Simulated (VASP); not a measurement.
CdS, 32 atoms in the cell. The structure is hexagonal, space group P6_3mc (No. 186). The conventional cell has a = 4.164 Å, b = 4.164 Å, c = 6.768 Å, α = 90.00°, β = 90.00°, γ = 120.00°. Cd (site symmetry 3m) has 4 S at 2.54 to 2.55 Å within 3.4 Å. S (site symmetry 3m) has 4 Cd at 2.54 to 2.55 Å within 3.4 Å. 

```yaml
Program: VASP 6.6.1
Task: single point
Functional: PBE
Potentials_or_basis: VASP PAW PBE potentials, release 64 (Cd, S)
Cutoff: 520 eV
k_mesh: 2 × 2 × 2, shifted
Occupations: gaussian, width 0.01 eV
Spin: no spin polarisation
Dipole_correction: no
Further_INCAR_settings: LREAL = Auto; ALGO = Normal; EDIFF = 1e-07; NBANDS = 166; ISYM = 0
```

Potentials or basis: VASP PAW PBE potentials, release 64 (Cd, S).

The run is started by

```sh
$ cat potpaw_PBE.64/Cd/POTCAR potpaw_PBE.64/S/POTCAR > POTCAR
$ mpirun -np 1 vasp_std > vasp.out
```

Hardware: 1 thread of Intel(R) Xeon(R) Platinum 8559C (Emerald Rapids), with other jobs on the host.

How long does it take, and how much memory?

Wall time 70 min on 1 thread of Intel(R) Xeon(R) Platinum 8559C (Emerald Rapids), with other jobs on the host, peak memory 1.4 GiB. Counts: scf iterations 29, k points 12.
